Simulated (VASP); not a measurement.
# ZnSe (Stilleite) (F-43m) in VASP: settings compared

Aim: see how the results for ZnSe (Stilleite) move with the level of theory and the settings. Levels: RPBE+D4, PBEsol, RPBE+D3(BJ), RPBE, PBE-based screened hybrid. Tasks: relaxation of cell and atoms, single point.

All numbers are computed with VASP 6.6.1; they aren't measurements. Logs are shortened: lines on timing, memory, paths and dates and some standing lists are left out, and cuts for length are marked.

### Step 1. The cell of the first run

It takes space group F-43m (No. 216, cubic). The conventional cell has a = 5.668 Å, b = 5.668 Å, c = 5.668 Å, α = 90.00°, β = 90.00°, γ = 90.00°. Se (site symmetry -43m) has 4 Zn at 2.45 Å within 3.2 Å. Zn (site symmetry -43m) has 4 Se at 2.45 Å within 3.2 Å.

### Step 2. Relaxation of cell and atoms, RPBE+D4

Contents of INCAR:

```
ALGO = Normal ; EDIFF = 1E-7
EDIFFG = -0.005 ; ENCUT = 600
GGA = RP ; IBRION = 2
ISIF = 3 ; ISMEAR = -1
IVDW = 13 ; LASPH = True
LCHARG = False ; LREAL = False
LWAVE = False ; NELM = 80
NSW = 80 ; PREC = Accurate
SIGMA = 0.05
```

Contents of KPOINTS:

```
k-points
0
Gamma
  8 8 8
```

Contents of POSCAR:

```
ZnSe
1.0
    0.0000000000      2.8338000000      2.8338000000
    2.8338000000      0.0000000000      2.8338000000
    2.8338000000      2.8338000000      0.0000000000
Se Zn
1 1
Direct
    0.7500000000      0.7500000000      0.7500000000
    0.0000000000      0.0000000000      0.0000000000
```

Potentials or basis: VASP PAW PBE potentials, release 64 (Se, Zn).

Launch:

```console
$ cat potpaw_PBE.64/Se/POTCAR potpaw_PBE.64/Zn/POTCAR > POTCAR
$ mpirun -np 1 vasp_std > vasp.out
```

OUTCAR:

```text
EDIFF = 1E-7
   EDIFFG = -0.005
   ENCUT = 600
   GGA = RP
   IBRION = 2
   ISIF = 3
   ISMEAR = -1
   IVDW = 13
   LASPH = True
   LREAL = False
   NELM = 80
   NSW = 80
   PREC = Accurate

 ion  position               nearest neighbor table
   1  0.750  0.750  0.750-   2 2.45   2 2.45   2 2.45   2 2.45
   2  0.000  0.000  0.000-   1 2.45   1 2.45   1 2.45   1 2.45

  LATTYP: Found a face centered cubic cell.
 ALAT       =     5.6676000000

  Lattice vectors:

 A1 = (   0.0000000000,   2.8338000000,   2.8338000000)
 A2 = (   2.8338000000,   0.0000000000,   2.8338000000)
 A3 = (   2.8338000000,   2.8338000000,   0.0000000000)

Analysis of symmetry for initial positions (statically):
=====================================================================
 Subroutine PRICEL returns:
 Original cell was already a primitive cell.

 Routine SETGRP: Setting up the symmetry group for a
 face centered cubic supercell.

 Subroutine GETGRP returns: Found 24 space group operations
 (whereof 24 operations were pure point group operations)
 out of a pool of 48 trial point group operations.

The static configuration has the point symmetry T_d .

Analysis of symmetry for dynamics (positions and initial velocities):
=====================================================================
 Subroutine PRICEL returns:
 Original cell was already a primitive cell.

 Routine SETGRP: Setting up the symmetry group for a
 face centered cubic supercell.

 Subroutine GETGRP returns: Found 24 space group operations
 (whereof 24 operations were pure point group operations)
 out of a pool of 48 trial point group operations.

The dynamic configuration has the point symmetry T_d .

 Subroutine INISYM returns: Found 24 space group operations
 (whereof 24 operations are pure point group operations),
 and found     1 'primitive' translations

----------------------------------------------------------------------------------------

                                     Primitive cell

  volume of cell :      45.5132

  direct lattice vectors                    reciprocal lattice vectors
     0.000000000  2.833800000  2.833800000    -0.176441527  0.176441527  0.176441527
     2.833800000  0.000000000  2.833800000     0.176441527 -0.176441527  0.176441527
     2.833800000  2.833800000  0.000000000     0.176441527  0.176441527 -0.176441527

  length of vectors
     4.007598393  4.007598393  4.007598393     0.305605690  0.305605690  0.305605690

  position of ions in fractional coordinates (direct lattice)
     0.750000000  0.750000000  0.750000000
     0.000000000  0.000000000  0.000000000

  ion indices of the primitive-cell ions
   primitive index   ion index
                 1           1
                 2           2

----------------------------------------------------------------------------------------

 KPOINTS: k-points

Automatic generation of k-mesh.
 Grid dimensions read from file:
 generate k-points for:    8    8    8

 Generating k-lattice:

  Cartesian coordinates                     Fractional coordinates (reciprocal lattice)
    -0.022055191  0.022055191  0.022055191     0.125000000  0.000000000  0.000000000
     0.022055191 -0.022055191  0.022055191     0.000000000  0.125000000  0.000000000
     0.022055191  0.022055191 -0.022055191     0.000000000  0.000000000  0.125000000

  Length of vectors
     0.038200711  0.038200711  0.038200711

  Shift w.r.t. Gamma in fractional coordinates (k-lattice)
     0.000000000  0.000000000  0.000000000

 Subroutine IBZKPT returns following result:
 ===========================================

 Found     29 irreducible k-points:

 Following reciprocal coordinates:
            Coordinates               Weight
  0.000000  0.000000  0.000000      1.000000
  0.125000  0.000000  0.000000      8.000000
  0.250000  0.000000  0.000000      8.000000
  0.375000  0.000000  0.000000      8.000000
  0.500000  0.000000  0.000000      4.000000
  0.125000  0.125000  0.000000      6.000000
[... 16 lines left out ...]
  0.500000  0.250000  0.125000     48.000000
 -0.375000  0.250000  0.125000     24.000000
 [... further k-points ...]
   k-points           NKPTS =     29   k-points in BZ     NKDIM =     29   number of bands    NBANDS=     13
   number of dos      NEDOS =    301   number of ions     NIONS =      2
   total plane-waves  NPLWV =  32768
   dimension x,y,z NGX =    32 NGY =   32 NGZ =   32
   dimension x,y,z NGXF=    64 NGYF=   64 NGZF=   64
   ions per type =               1   1
   NGX,Y,Z   is equivalent  to a cutoff of  13.27, 13.27, 13.27 a.u.
   NGXF,Y,Z  is equivalent  to a cutoff of  26.55, 26.55, 26.55 a.u.
 SYSTEM =  unknown system
   PREC   = accura    normal or accurate (medium, high low for compatibility)
   ISTART =      0    job   : 0-new  1-cont  2-samecut
   ICHARG =      2    charge: 1-file 2-atom 10-const
   ISPIN  =      1    spin polarized calculation?
   LNONCOLLINEAR =      F non collinear calculations
   LSORBIT =      F    spin-orbit coupling
   LASPH  =      T    aspherical Exc in radial PAW
   ENCUT  =  600.0 eV  44.10 Ry    6.64 a.u.   8.00  8.00  8.00*2*pi/ulx,y,z
   NELM   =     80;   NELMIN=  2; NELMDL= -5     # of ELM steps
   EDIFF  = 0.1E-06   stopping-criterion for ELM
   LREAL  =      F    real-space projection
   EDIFFG = -.5E-02   stopping-criterion for IOM
   NSW    =     80    number of steps for IOM
   IBRION =      2    ionic relax: 0-MD 1-quasi-New 2-CG
   NFREE  =      1    steps in history (QN), initial steepest desc. (CG)
   ISIF   =      3    stress and relaxation
   ISYM   =      2    0-nonsym 1-usesym 2-fastsym
   POTIM  = 0.5000    time-step for ionic-motion
   TEBEG  =    0.0;   TEEND  =   0.0 temperature during run
   PSTRESS=    0.0 pullay stress
   NELECT =      18.0000    total number of electrons
   NUPDOWN=      -1.0000    fix difference up-down
   EMIN   =  10.00;   EMAX   =-10.00  energy-range for DOS
   EFERMI =   0.00;   METHOD = LEGACY
   ISMEAR =    -1;   SIGMA  =   0.05  broadening in eV -4-tet -1-fermi 0-gaus
   EFERMI_NEDOS =   21; number of points for ismear=-14 and -15
   IALGO  =     38    algorithm
   IMIX   =      4    mixing-type and parameters
     AMIX     =   0.40;   BMIX     =  1.00
     AMIX_MAG =   1.60;   BMIX_MAG =  1.00
  volume/ion in A,a.u.               =      22.76       153.57
  Fermi-wavevector in a.u.,A,eV,Ry     =   1.201673  2.270834 19.647073  1.444019
  Thomas-Fermi vector in A             =   2.337476
   LORBIT       =      0    0 simple, 1 ext, 2 COOP (PROOUT), +10 PAW based schemes
   GGA     = RP    functional components
   LHFCALC =     F    Hartree Fock is set to
   AEXX    =    0.0000 exact exchange contribution
   IVDW    =    13    specifies the selected vdW correction
   LEPSILON=     F    determine dielectric tensor
   LRPA    =     F    only Hartree local field effects (RPA)
 conjugate gradient relaxation of ions
 non-spin polarized calculation
  energy-cutoff  :      600.00
  volume of cell :       45.51
 maximum number of plane-waves:      1540
   NGX = 17   NGY = 17   NGZ = 17

--------------------------------------- Ionic step        1  -------------------------------------------

 number of electron      17.9999991 magnetization

 Free energy of the ion-electron system (eV)
  ---------------------------------------------------
  ext. energy  EPLUGINS =         0.00000000
  ---------------------------------------------------
  free energy    TOTEN  =        -5.34458191 eV

  energy without entropy =       -5.34458191  energy(sigma->0) =       -5.34458191

------------------------ aborting loop because EDIFF is reached ----------------------------------------

  DFT-D4 for vdW energy calculation

  Edisp (eV):   -1.19988

  FORCE on cell =-STRESS in cart. coord.  units (eV):
  Direction    XX          YY          ZZ          XY          YZ          ZX
  --------------------------------------------------------------------------------------
  -------------------------------------------------------------------------------------
  Total      -0.15364    -0.15364    -0.15364     0.00000    -0.00000     0.00000
  in kB      -5.40868    -5.40868    -5.40868     0.00000    -0.00000     0.00000
  external pressure =       -5.41 kB  Pullay stress =        0.00 kB
[... 61 lines left out ...]
  energy  without entropy=       -6.5451299839  energy(sigma->0) =       -6.54512999

--------------------------------------- Ionic step        3  -------------------------------------------

 number of electron      17.9999987 magnetization

 Free energy of the ion-electron system (eV)
  ---------------------------------------------------
  ext. energy  EPLUGINS =         0.00000000
  ---------------------------------------------------
  free energy    TOTEN  =        -5.33204155 eV

  energy without entropy =       -5.33204154  energy(sigma->0) =       -5.33204155

 E-fermi :   2.5855     XC(G=0):  -9.1575

 val. band max:        1.8067250455   @ k =   0.0000   0.0000   0.0000
 cond. band min:       3.2950296536   @ k =   0.0000   0.0000   0.0000
 fundamental gap:      1.4883046081
 Fermi energy:         2.5854899743

 k-point     1 :       0.0000    0.0000    0.0000
  band No.  band energies     occupation
      1     -11.4724      2.00000
      2      -4.7306      2.00000
      3      -4.7306      2.00000
      4      -4.7306      2.00000
      5      -4.3493      2.00000
      6      -4.3493      2.00000
      7       1.8067      2.00000
      8       1.8067      2.00000
      9       1.8067      2.00000
     10       3.2950      0.00000
     11       7.6581      0.00000
     12       7.6581      0.00000
     13       7.6581      0.00000
[... 353 lines left out ...]
 k-point    24 :      -0.3750    0.2500    0.1250
  band No.  band energies     occupation
      1     -10.5385      2.00000
      2      -4.6245      2.00000
      3      -4.5860      2.00000
      4      -4.3816      2.00000
      5      -4.3421      2.00000
      6      -4.1355      2.00000
      7      -3.0931      2.00000
      8      -0.6025      2.00000
      9       0.3320      2.00000
     10       6.1482      0.00000
     11       7.4642      0.00000
     12       9.3116      0.00000
     13      10.6195      0.00000

 [... further k-points ...]

------------------------ aborting loop because EDIFF is reached ----------------------------------------

  DFT-D4 for vdW energy calculation

  Edisp (eV):   -1.21313

  FORCE on cell =-STRESS in cart. coord.  units (eV):
  Direction    XX          YY          ZZ          XY          YZ          ZX
  --------------------------------------------------------------------------------------
  -------------------------------------------------------------------------------------
  Total       0.00360     0.00360     0.00360     0.00000     0.00000    -0.00000
  in kB       0.12791     0.12791     0.12791     0.00000     0.00000    -0.00000
  external pressure =        0.13 kB  Pullay stress =        0.00 kB
[... 17 lines left out ...]
  FREE ENERGIE OF THE ION-ELECTRON SYSTEM (eV)
  ---------------------------------------------------
  free  energy   TOTEN  =        -6.5451696802 eV

  energy  without entropy=       -6.5451696758  energy(sigma->0) =       -6.54516968

 reached required accuracy - stopping structural energy minimisation
```

It took 41 s on 1 thread of Intel Xeon 6975P-C (Granite Rapids), shared host; peak memory 0.2 GiB.

What came out:

| Item | Value |
| --- | --- |
| Free energy | -6.5452 eV |
| Relaxed volume | 22.55 Å³/atom |
| Relaxed cell | a = 3.996 Å, b = 3.996 Å, c = 3.996 Å, α = 60.00°, β = 60.00°, γ = 60.00° |
| Space group after relaxing (to 0.05 Å) | F-43m (No. 216) |
| Energy gained by relaxing | 0.4 meV/atom |
| Ionic steps | 3 |
| Pressure after relaxing | 0.0 GPa |
| Band gap on the k mesh | 1.49 eV, direct |
| Dispersion energy per atom | -0.607 eV |

Step by step:
```
step  energy change (eV)  largest force (eV/Å)  pressure (GPa)  volume (Å³)
   1              0.0000                0.0000           -0.54        45.51
   2             -0.0007                0.0000            0.13        45.01
   3             -0.0007                0.0000            0.01        45.10
```

Final structure:
```
Se Zn
1.0
     0.00000    2.82525    2.82525
     2.82525    0.00000    2.82525
     2.82525    2.82525    0.00000
Se Zn
1 1
Direct
  0.75000 0.75000 0.75000
  0.00000 0.00000 0.00000
```

Caveat: the PAW data sets were made with another functional, which shifts forces and pressure a little.

### Step 3. Relaxation of cell and atoms, PBEsol

Contents of INCAR:

```
SYSTEM = ZnSe
ALGO     = Normal         ! electronic algorithm
EDIFF    = 1E-6           ! SCF threshold, eV
EDIFFG   = -0.02          ! ionic threshold
ENCUT    = 600            ! plane-wave cutoff, eV
GGA      = PS             ! functional
IBRION   = 2              ! ionic algorithm
ISIF     = 3              ! what is computed and relaxed
ISMEAR   = -1             ! smearing method
LASPH    = .TRUE.         ! aspherical terms in the spheres
LCHARG   = .FALSE.        ! write CHGCAR
LREAL    = .FALSE.        ! projectors in reciprocal space
LWAVE    = .FALSE.        ! write WAVECAR
NELM     = 60             ! most SCF steps
NSW      = 80             ! ionic steps
PREC     = Accurate       ! precision mode
SIGMA    = 0.05           ! smearing width, eV
```

Contents of KPOINTS:

```
k-points
0
G
  8 8 8
  0 0 0
```

POSCAR is that of step 2.

Potentials or basis: VASP PAW PBE potentials, release 64 (Se, Zn).

Launch:

```console
$ cat potpaw_PBE.64/Se/POTCAR potpaw_PBE.64/Zn/POTCAR > POTCAR
$ mpirun -np 1 vasp_std > vasp.out
```

It took 34 s on 1 thread of Intel Xeon 6975P-C (Granite Rapids), shared host; peak memory 0.19 GiB.

The run converged. Its results:

```yaml
Free_energy: -6.7732 eV
Relaxed_volume: 22.44 Å³/atom
Relaxed_cell: a = 3.989 Å, b = 3.989 Å, c = 3.989 Å, α = 60.00°, β = 60.00°, γ = 60.00°
Space_group_after_relaxing_to_0.05_Å: F-43m (No. 216)
Energy_gained_by_relaxing: 0.9 meV/atom
Ionic_steps: 3
Pressure_after_relaxing: 0.0 GPa
Band_gap_on_the_k_mesh: 1.23 eV, direct
```

Step by step:
| step | energy change (eV) | largest force (eV/Å) | pressure (GPa) | volume (Å³) |
| --- | --- | --- | --- | --- |
| 1 | 0.0000 | 0.0000 | -0.91 | 45.51 |
| 2 | -0.0017 | 0.0000 | 0.45 | 44.67 |
| 3 | -0.0019 | 0.0000 | 0.01 | 44.88 |

Final structure:
```
CELL_PARAMETERS angstrom
0.00000 2.82066 2.82066
2.82066 0.00000 2.82066
2.82066 2.82066 0.00000
ATOMIC_POSITIONS crystal
Se 0.75000 0.75000 0.75000
Zn 0.00000 0.00000 0.00000
```

Levels at points of the mesh, in eV from the valence-band top:
| k point | band 5 | band 6 | band 7 | band 8 | band 9 | band 10 | band 11 | band 12 | band 13 |
| --- | --- | --- | --- | --- | --- | --- | --- | --- | --- |
| (0.00, 0.00, 0.00) | -6.23 | -6.23 | 0.00 | 0.00 | 0.00 | 1.23 | 5.73 | 5.73 | 5.73 |
| (0.50, 0.00, 0.00) | -6.21 | -6.06 | -5.37 | -0.90 | -0.90 | 2.47 | 6.30 | 6.30 | 8.44 |
| (0.50, 0.50, 0.00) | -6.17 | -6.04 | -4.85 | -2.26 | -2.26 | 2.81 | 3.37 | 10.71 | 11.27 |

Caveat: the PAW data sets were made with another functional, which shifts forces and pressure a little. Expect the measured gap to be larger: semilocal functionals such as PBEsol lack the derivative discontinuity.

(Part 1 of 2 ends here.)
